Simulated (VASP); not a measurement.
Write the native input for VASP 6.6.1 that does the following.

| Item | Value |
| --- | --- |
| Task | relaxation of cell and atoms |
| Functional | PBE |
| Potentials or basis | VASP PAW PBE potentials, release 64 (Ga_d, N) |
| Cutoff | 600 eV |
| k mesh | 10 × 10 × 10 |
| Occupations | gaussian, width 0.01 eV |
| Spin | no spin polarisation |
| Target pressure | 3 GPa |
| Dipole correction | no |
| Further INCAR settings | ALGO = Normal; EDIFF = 1e-06; IBRION = 2; EDIFFG = -0.001; NSW = 80; ISIF = 3 |

The structure of GaN lies in POSCAR:

```
GaN
1.0
    0.0000000000      2.2742384991      2.2742384991
    2.2742384991      0.0000000000      2.2742384991
    2.2742384991      2.2742384991      0.0000000000
Ga N
1 1
Direct
    0.0000000000      0.0000000000      0.0000000000
    0.7500000000      0.7500000000      0.7500000000
```

One way to write it, as run:

INCAR

```
SYSTEM = GaN
PREC = Accurate ; ENCUT = 600
EDIFF = 1E-6 ; ISMEAR = 0
SIGMA = 0.01 ; LREAL = .FALSE.
LASPH = .TRUE. ; NELM = 100
ALGO = Normal ; ISIF = 3
LWAVE = .FALSE. ; LCHARG = .FALSE.
GGA = PE ; IBRION = 2
NSW = 80 ; EDIFFG = -0.001
PSTRESS = 30.0
```

KPOINTS

```
regular mesh
0
G
  10 10 10
  0 0 0
```

Potentials or basis: VASP PAW PBE potentials, release 64 (Ga_d, N).

Run with:

```console
$ cat potpaw_PBE.64/Ga_d/POTCAR potpaw_PBE.64/N/POTCAR > POTCAR
$ mpirun -np 1 vasp_std > vasp.out
```

Results of the run:

```
Relaxed volume                                         : 11.56 Å³/atom
Relaxed cell                                           : a = 3.198 Å, b = 3.198 Å, c = 3.198 Å, α = 60.00°, β = 60.00°, γ = 60.00°
Space group after relaxing (to 0.05 Å)                 : F-43m (No. 216)
Energy change on relaxing (the enthalpy is what falls) : +1.8 meV/atom
Ionic steps                                            : 10
Pressure after relaxing                                : 3.0 GPa
Band gap on the k mesh                                 : 1.66 eV, direct
```

Caveat: the cell is relaxed towards a set pressure, so the enthalpy falls and the energy may rise.

Run time: 42 s on 1 thread of Intel(R) Xeon(R) 6975P-C (Granite Rapids), on a shared host, peak memory 0.17 GiB.
